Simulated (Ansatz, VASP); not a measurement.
# One calculation of Mo3C, two programs

```
Mo C
1.0
     3.69815    0.00000    0.00000
     0.00000    3.69815    0.00000
     0.00000    0.00000    3.69815
Mo C
3 1
Cartesian
  0.0000 1.8491 1.8491
  1.8491 0.0000 1.8491
  1.8491 1.8491 0.0000
  0.0000 0.0000 0.0000
```

Alike in both runs: task relaxation of cell and atoms; functional PBE; k mesh 6 × 6 × 6; occupations gaussian, width 0.1 eV; no spin polarisation.

|  | VASP | Ansatz |
| --- | --- | --- |
| version | VASP 6.6.1 | Ansatz 0.2.0 |
| potentials or method | VASP PAW PBE potentials, release 64 (Mo_sv, C), cutoff 600 eV | scalar-relativistic, plane waves, PAW |
| valence electrons in the cell | 46 | 46 |

```tsv
	VASP	Ansatz	Ansatz less VASP
gap on the k mesh at the Fermi level, each at its own relaxed structure (eV)	none	none	-
relaxed volume (Å³/atom)	13.29	13.25	-0.047
relaxed cell length with the largest relative difference (Å)	3.760	3.756	-0.0045
```

A gap of «none» marks a metal or a gap that the smearing closes.
